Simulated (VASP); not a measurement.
# Au (I4/mmm) in VASP: notebook

The runs below take Au through single point, with r2SCAN.

Program: VASP 6.6.1. These are calculated values, not measurements. Logs are shortened: lines on timing, memory, paths and dates and some standing lists are left out, and cuts for length are marked.

## (1) The cell of the first run

It takes space group I4/mmm (No. 139, tetragonal). The conventional cell has a = 3.275 Å, b = 3.275 Å, c = 3.112 Å, α = 90.00°, β = 90.00°, γ = 90.00°. Within 3.7 Å of Au (site symmetry 4/mmm) lie 14 Au at 2.79 to 3.28 Å.

## (2) Single point, r2SCAN (strain +0.000 along x and y, -0.050 along z)

POSCAR reads:

```
Au
1.0
   -1.6376879824      1.6376879824      1.5558035833
    1.6376879824     -1.6376879824      1.5558035833
    1.6376879824      1.6376879824     -1.5558035833
Au
1
Direct
    0.0000000000      0.0000000000      0.0000000000
```

INCAR.step1 reads:

```
ALGO = Normal
EDIFF = 1E-4
ENCUT = 520
GGA = PE
ISMEAR = 0
LASPH = True
LCHARG = False
LREAL = False
LWAVE = True
NBANDS = 12
NELM = 100
PREC = Accurate
SIGMA = 0.15
```

INCAR.step2 reads:

```
ALGO = Normal
EDIFF = 1E-6
ENCUT = 520
ISIF = 2
ISMEAR = 0
ISTART = 1
LASPH = True
LCHARG = False
LMIXTAU = True
LREAL = False
LWAVE = False
METAGGA = R2SCAN
NBANDS = 12
NELM = 100
PREC = Accurate
SIGMA = 0.15
```

KPOINTS reads:

```
k-points
0
Gamma
  26 26 26
```

Potentials or basis: VASP PAW PBE potentials, release 64 (Au).

Launch:

```sh
> cat potpaw_PBE.64/Au/POTCAR > POTCAR
> cp INCAR.step1 INCAR
> mpirun -np 1 vasp_std > vasp.out
> cp INCAR.step2 INCAR
> mpirun -np 1 vasp_std > vasp.out
```

OUTCAR:

```text
EDIFF = 1E-6
   ENCUT = 520
   ISIF = 2
   ISMEAR = 0
   ISTART = 1
   LASPH = True
   LREAL = False
   METAGGA = R2SCAN
   NELM = 100
   PREC = Accurate

 ion  position               nearest neighbor table
   1  0.000  0.000  0.000-

  LATTYP: Found a body centered tetragonal cell.
 ALAT       =     3.2753759648
 C/A-ratio  =     0.9500000000

  Lattice vectors:

 A1 = (  -1.6376879824,   1.6376879824,   1.5558035833)
 A2 = (   1.6376879824,  -1.6376879824,   1.5558035833)
 A3 = (   1.6376879824,   1.6376879824,  -1.5558035833)

Analysis of symmetry for initial positions (statically):
=====================================================================
 Subroutine PRICEL returns:
 Original cell was already a primitive cell.

 Routine SETGRP: Setting up the symmetry group for a
 body centered tetragonal supercell.

 Subroutine GETGRP returns: Found 16 space group operations
 (whereof 16 operations were pure point group operations)
 out of a pool of 16 trial point group operations.

The static configuration has the point symmetry D_4h.

Analysis of symmetry for dynamics (positions and initial velocities):
=====================================================================
 Subroutine PRICEL returns:
 Original cell was already a primitive cell.

 Routine SETGRP: Setting up the symmetry group for a
 body centered tetragonal supercell.

 Subroutine GETGRP returns: Found 16 space group operations
 (whereof 16 operations were pure point group operations)
 out of a pool of 16 trial point group operations.

The dynamic configuration has the point symmetry D_4h.

 Subroutine INISYM returns: Found 16 space group operations
 (whereof 16 operations are pure point group operations),
 and found     1 'primitive' translations

----------------------------------------------------------------------------------------

                                     Primitive cell

  volume of cell :      16.6908

  direct lattice vectors                    reciprocal lattice vectors
    -1.637687982  1.637687982  1.555803583     0.000000000  0.305308463  0.321377329
     1.637687982 -1.637687982  1.555803583     0.305308463  0.000000000  0.321377329
     1.637687982  1.637687982 -1.555803583     0.305308463  0.305308463  0.000000000

  length of vectors
     2.790083985  2.790083985  2.790083985     0.443279421  0.443279421  0.431771368

  position of ions in fractional coordinates (direct lattice)
     0.000000000  0.000000000  0.000000000

  ion indices of the primitive-cell ions
   primitive index   ion index
                 1           1

----------------------------------------------------------------------------------------

 KPOINTS: k-points

Automatic generation of k-mesh.
 Grid dimensions read from file:
 generate k-points for:   26   26   26

 Generating k-lattice:

  Cartesian coordinates                     Fractional coordinates (reciprocal lattice)
     0.000000000  0.011742633  0.012360666     0.038461538  0.000000000 -0.000000000
     0.011742633  0.000000000  0.012360666     0.000000000  0.038461538 -0.000000000
     0.011742633  0.011742633  0.000000000     0.000000000  0.000000000  0.038461538

  Length of vectors
     0.017049208  0.017049208  0.016606591

  Shift w.r.t. Gamma in fractional coordinates (k-lattice)
     0.000000000  0.000000000  0.000000000

 Subroutine IBZKPT returns following result:
 ===========================================

 Found   1330 irreducible k-points:

 Following reciprocal coordinates:
            Coordinates               Weight
  0.000000  0.000000  0.000000      1.000000
  0.038462 -0.000000  0.000000      8.000000
  0.076923 -0.000000  0.000000      8.000000
  0.115385 -0.000000  0.000000      8.000000
  0.153846  0.000000  0.000000      8.000000
  0.192308  0.000000  0.000000      8.000000
[... 16 lines left out ...]
  0.346154  0.038462  0.000000     16.000000
  0.384615  0.038462  0.000000     16.000000
 [... further k-points ...]
   k-points           NKPTS =   1330   k-points in BZ     NKDIM =   1330   number of bands    NBANDS=     12
   number of dos      NEDOS =    301   number of ions     NIONS =      1
   total plane-waves  NPLWV =  13824
   dimension x,y,z NGX =    24 NGY =   24 NGZ =   24
   dimension x,y,z NGXF=    48 NGYF=   48 NGZF=   48
   ions per type =               1
   NGX,Y,Z   is equivalent  to a cutoff of  14.30, 14.30, 14.30 a.u.
   NGXF,Y,Z  is equivalent  to a cutoff of  28.60, 28.60, 28.60 a.u.
 SYSTEM =  unknown system
   PREC   = accura    normal or accurate (medium, high low for compatibility)
   ISTART =      1    job   : 0-new  1-cont  2-samecut
   ICHARG =      0    charge: 1-file 2-atom 10-const
   ISPIN  =      1    spin polarized calculation?
   LNONCOLLINEAR =      F non collinear calculations
   LSORBIT =      F    spin-orbit coupling
   LASPH  =      T    aspherical Exc in radial PAW
   ENCUT  =  520.0 eV  38.22 Ry    6.18 a.u.   5.19  5.19  5.19*2*pi/ulx,y,z
   NELM   =    100;   NELMIN=  2; NELMDL=  0     # of ELM steps
   EDIFF  = 0.1E-05   stopping-criterion for ELM
   LREAL  =      F    real-space projection
   EDIFFG = 0.1E-04   stopping-criterion for IOM
   NSW    =      0    number of steps for IOM
   IBRION =     -1    ionic relax: 0-MD 1-quasi-New 2-CG
   NFREE  =      0    steps in history (QN), initial steepest desc. (CG)
   ISIF   =      2    stress and relaxation
   ISYM   =      2    0-nonsym 1-usesym 2-fastsym
   POTIM  = 0.5000    time-step for ionic-motion
   TEBEG  =    0.0;   TEEND  =   0.0 temperature during run
   PSTRESS=    0.0 pullay stress
   NELECT =      11.0000    total number of electrons
   NUPDOWN=      -1.0000    fix difference up-down
   EMIN   =  10.00;   EMAX   =-10.00  energy-range for DOS
   EFERMI =   0.00;   METHOD = LEGACY
   ISMEAR =     0;   SIGMA  =   0.15  broadening in eV -4-tet -1-fermi 0-gaus
   EFERMI_NEDOS =   21; number of points for ismear=-14 and -15
   IALGO  =     38    algorithm
   IMIX   =      4    mixing-type and parameters
     AMIX     =   0.40;   BMIX     =  1.00
     AMIX_MAG =   1.60;   BMIX_MAG =  1.00
  volume/ion in A,a.u.               =      16.69       112.64
  Fermi-wavevector in a.u.,A,eV,Ry     =   1.424667  2.692230 27.615419  2.029676
  Thomas-Fermi vector in A             =   2.545134
   LORBIT       =      0    0 simple, 1 ext, 2 COOP (PROOUT), +10 PAW based schemes
   METAGGA = R2SCAN    functional components
   LHFCALC =     F    Hartree Fock is set to
   AEXX    =    0.0000 exact exchange contribution
   IVDW    =     0    specifies the selected vdW correction
   LEPSILON=     F    determine dielectric tensor
   LRPA    =     F    only Hartree local field effects (RPA)
 non-spin polarized calculation
 Gauss-broadening in eV      SIGMA  =   0.15
  energy-cutoff  :      520.00
  volume of cell :       16.69
 maximum number of plane-waves:       470
 NGX is ok and might be reduce to    24
   NGX = 11   NGY = 11   NGZ = 11

 number of electron      10.9999999 magnetization

 Free energy of the ion-electron system (eV)
  ---------------------------------------------------
  ext. energy  EPLUGINS =         0.00000000
  ---------------------------------------------------
  free energy    TOTEN  =       -50.55027271 eV

  energy without entropy =      -50.54798996  energy(sigma->0) =      -50.54913134

 E-fermi :   9.7216     XC(G=0): -13.7743

 val. band max:        9.7199582910   @ k =  -0.1154  -0.4231   0.0769
 cond. band min:       9.7271297794   @ k =  -0.2692  -0.3462   0.2692
 fundamental gap:      0.0071714884
 Fermi energy:         9.7216428803

 k-point     1 :       0.0000    0.0000    0.0000
  band No.  band energies     occupation
      1      -0.6324      2.00000
      2       4.1831      2.00000
      3       4.5523      2.00000
      4       4.5523      2.00000
      5       6.2204      2.00000
      6       6.6584      2.00000
      7      26.7784      0.00000
      8      26.7784      0.00000
      9      27.8154      0.00000
     10      34.8032      0.00000
     11      34.8032      0.00000
     12      36.1019      0.00000

 k-point     2 :       0.0385   -0.0000    0.0000
  band No.  band energies     occupation
      1      -0.5731      2.00000
      2       4.1945      2.00000
      3       4.5521      2.00000
      4       4.5627      2.00000
      5       6.2206      2.00000
      6       6.6389      2.00000
      7      26.8072      0.00000
      8      26.8553      0.00000
      9      27.8009      0.00000
     10      34.0127      0.00000
     11      34.6123      0.00000
     12      35.3600      0.00000

 k-point     3 :       0.0769   -0.0000    0.0000
  band No.  band energies     occupation
      1      -0.3972      2.00000
      2       4.1998      2.00000
      3       4.5503      2.00000
      4       4.6233      2.00000
      5       6.2208      2.00000
      6       6.5879      2.00000
      7      26.8692      0.00000
      8      27.0828      0.00000
      9      27.7162      0.00000
     10      32.8826      0.00000
     11      34.0609      0.00000
     12      34.0808      0.00000
[... 286 lines left out ...]
 k-point    23 :       0.3462    0.0385    0.0000
  band No.  band energies     occupation
      1       2.0521      2.00000
      2       3.3307      2.00000
      3       5.9733      2.00000
      4       6.5348      2.00000
      5       6.8032      2.00000
      6       7.5187      2.00000
      7      17.6864      0.00000
      8      23.4622      0.00000
      9      25.4574      0.00000
     10      31.6135      0.00000
     11      31.9549      0.00000
     12      34.6351      0.00000

 k-point    24 :       0.3846    0.0385    0.0000
  band No.  band energies     occupation
      1       2.0466      2.00000
      2       3.2416      2.00000
      3       6.1848      2.00000
      4       6.7897      2.00000
      5       7.2051      2.00000
      6       8.0858      2.00000
      7      16.0940      0.00000
      8      23.0237      0.00000
      9      24.6917      0.00000
     10      31.9808      0.00000
     11      32.3843      0.00000
     12      34.5198      0.00000

 [... further k-points ...]
[... 5 lines left out ...]
  --------------------------------------------------------------------------------------
  -------------------------------------------------------------------------------------
  Total        1.0389043      1.0389043      0.9841745      0.0000000     -0.0000000      0.0000000
  in kB       99.7261511     99.7261511     94.4725472      0.0000000     -0.0000000      0.0000000
  external PRESSURE =      97.9749498 kB  Pullay stress =       0.0000000 kB

 VOLUME and BASIS-vectors are now :
 -----------------------------------------------------------------------------
  energy-cutoff  :      520.00
  volume of cell :       16.69
      direct lattice vectors                 reciprocal lattice vectors
    -1.637687982  1.637687982  1.555803583     0.000000000  0.305308463  0.321377329
     1.637687982 -1.637687982  1.555803583     0.305308463  0.000000000  0.321377329
     1.637687982  1.637687982 -1.555803583     0.305308463  0.305308463  0.000000000

 POSITION                                       TOTAL-FORCE (eV/Angst)
 -----------------------------------------------------------------------------------
      0.00000      0.00000      0.00000        -0.000000      0.000000      0.000000
 -----------------------------------------------------------------------------------
    total drift:                               -0.000000      0.000000      0.000000

  FREE ENERGIE OF THE ION-ELECTRON SYSTEM (eV)
  ---------------------------------------------------
  free  energy   TOTEN  =       -50.5502727107 eV

  energy  without entropy=      -50.5479899611  energy(sigma->0) =      -50.54913134
```

Wall time 14 min (1 thread of Oxide Virtual Turin-like, shared host); peak memory 0.33 GiB.

Results:

```
Free energy            : -50.5503 eV
Pressure               : 9.8 GPa
Band gap on the k mesh : zero (an odd number of electrons rules out a gap without spin polarisation)
```

Levels at points of the mesh, in eV from the Fermi level:
| k point | band 4 | band 5 | band 6 | band 7 | band 8 | band 9 |
| --- | --- | --- | --- | --- | --- | --- |
| (0.00, 0.00, 0.00) | -5.17 | -3.50 | -3.06 | 17.06 | 17.06 | 18.09 |
| (0.50, 0.00, 0.00) | -2.86 | -1.56 | -0.49 | 3.97 | 12.85 | 14.26 |
| (0.50, 0.50, 0.00) | -3.18 | -1.63 | -0.81 | 3.50 | 13.59 | 15.53 |
| (0.50, 0.50, 0.50) | -2.02 | -1.90 | 6.13 | 6.13 | 7.74 | 10.29 |

Caveat: the cell differs from its parent crystal (strain +0.000 along x and y, -0.050 along z); the cell stands under pressure; the PAW data sets were made with another functional, which shifts forces and pressure a little; spin-orbit coupling is left out, which moves the levels of the heavy elements.

## (3) Single point, r2SCAN (strain -0.025 along x and y, +0.000 along z)

POSCAR reads:

```
Au
1.0
   -1.5967457828      1.5967457828      1.6376879824
    1.5967457828     -1.5967457828      1.6376879824
    1.5967457828      1.5967457828     -1.6376879824
Au
1
Direct
    0.0000000000      0.0000000000      0.0000000000
```

INCAR.step1 reads:

```
SYSTEM = Au
PREC = Accurate ; ENCUT = 520
ISMEAR = 0 ; SIGMA = 0.15
LREAL = .FALSE. ; LASPH = .TRUE.
NELM = 100 ; NBANDS = 12
GGA = PE ; ALGO = Normal
EDIFF = 1E-4 ; LWAVE = .TRUE.
LCHARG = .FALSE.
```

INCAR.step2 reads:

```
SYSTEM = Au
PREC = Accurate ; ENCUT = 520
EDIFF = 1E-6 ; ISMEAR = 0
SIGMA = 0.15 ; LREAL = .FALSE.
LASPH = .TRUE. ; NELM = 100
ALGO = Normal ; ISIF = 2
LWAVE = .FALSE. ; LCHARG = .FALSE.
METAGGA = R2SCAN ; LMIXTAU = .TRUE.
NBANDS = 12 ; ISTART = 1
```

KPOINTS reads:

```
Automatic mesh
0
G
  26 26 26
  0 0 0
```

Potentials or basis: VASP PAW PBE potentials, release 64 (Au).

Launch:

```sh
> cat potpaw_PBE.64/Au/POTCAR > POTCAR
> cp INCAR.step1 INCAR
> mpirun -np 1 vasp_std > vasp.out
> cp INCAR.step2 INCAR
> mpirun -np 1 vasp_std > vasp.out
```

Run time: 16 min. Hardware: 1 thread of Oxide Virtual Turin-like, shared host; peak memory 0.33 GiB.

The run converged. Its results:

| Property | Result |
| --- | --- |
| Free energy | -50.5504 eV |
| Pressure | 9.6 GPa |
| Band gap on the k mesh | zero (an odd number of electrons rules out a gap without spin polarisation) |

Stress tensor (GPa, compression positive):
```
9.55 0.00 0.00
0.00 9.55 0.00
0.00 0.00 9.79
```

Levels at points of the mesh, in eV from the Fermi level:
```tsv
k point	band 4	band 5	band 6	band 7	band 8	band 9
(0.00, 0.00, 0.00)	-5.17	-3.35	-3.15	17.10	17.56	17.56
(0.50, 0.00, 0.00)	-3.04	-1.57	-0.64	3.74	13.22	14.88
(0.50, 0.50, 0.00)	-2.97	-1.53	-0.49	3.96	12.86	14.27
(0.50, 0.50, 0.50)	-1.95	-1.95	6.15	6.92	6.92	10.37
```

Caveat: the cell differs from its parent crystal (strain -0.025 along x and y, +0.000 along z); the cell stands under pressure; the PAW data sets were made with another functional, which shifts forces and pressure a little; spin-orbit coupling is left out, which moves the levels of the heavy elements.

The gap in the log of VASP goes by the Fermi energy; the results here count the filled bands.